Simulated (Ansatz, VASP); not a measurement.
# Sc: VASP beside Ansatz

The input INCAR:

```
PREC = Accurate ; ENCUT = 520
EDIFF = 1E-8 ; ISMEAR = -1
SIGMA = 0.15 ; LREAL = False
LASPH = True ; NELM = 100
ALGO = Normal ; ISIF = 2
LWAVE = False ; LCHARG = False
GGA = PS ; LEFG = True
NBANDS = 18
```

The input KPOINTS:

```
regular mesh
0
Gamma
  15 15 8
```

The input POSCAR:

```
Sc
1.0
    3.2740463808      0.0000000000      0.0000000000
   -1.6370231904      2.8354073389      0.0000000000
    0.0000000000      0.0000000000      5.1283927753
Sc
2
Direct
    0.3333333333      0.6666666667      0.2500000000
    0.6666666667      0.3333333333      0.7500000000
```

Input for Ansatz:

```yaml
crystal:
  lattice:
    - [3.2740463808, 0.0, 0.0]
    - [-1.6370231904, 2.8354073389, 0.0]
    - [0.0, 0.0, 5.1283927753]
  atoms:
    - { symbol: Sc, position: [0.3333333333, 0.6666666667, 0.25] }
    - { symbol: Sc, position: [0.6666666667, 0.3333333333, 0.75] }
basis:
  ecutwfc: 420
kpoints:
  mp_grid: { grid: [15, 15, 8] }
hamiltonian:
  xc: pbesol
scf:
  occupations: { method: fermi_dirac, width: 0.15 }
output:
  forces: true
  stress: true
  eigenvalues: true
  efg: {}
checkpoint:
  read: start.run
  write: ck
  compress: false
  write_wavefunctions: false
  write_every: 100000
```

Alike in both runs: task electric field gradients; functional PBEsol; k mesh 15 × 15 × 8; occupations fermi-dirac, width 0.15 eV; no spin polarisation.

|  | VASP | Ansatz |
| --- | --- | --- |
| version | VASP 6.6.1 | Ansatz 0.2.0 |
| potentials or method | VASP PAW PBE potentials, release 64 (Sc_sv), cutoff 520 eV | scalar-relativistic, plane waves, PAW |
| valence electrons in the cell | 22 | 22 |

|  | VASP | Ansatz | Ansatz less VASP |
| --- | --- | --- | --- |
| gap on the k mesh at the Fermi level (eV) | none | none | - |
| pressure (GPa) | 0.0 | 0.0 | -0.01 |
| size of Vzz on the site where it differs most (V/Å²) | 13.0 | 12.5 | -0.53 |

VASP's potentials were made for PBE, not for PBEsol. A gap of «none» marks a metal or a gap that the smearing closes.
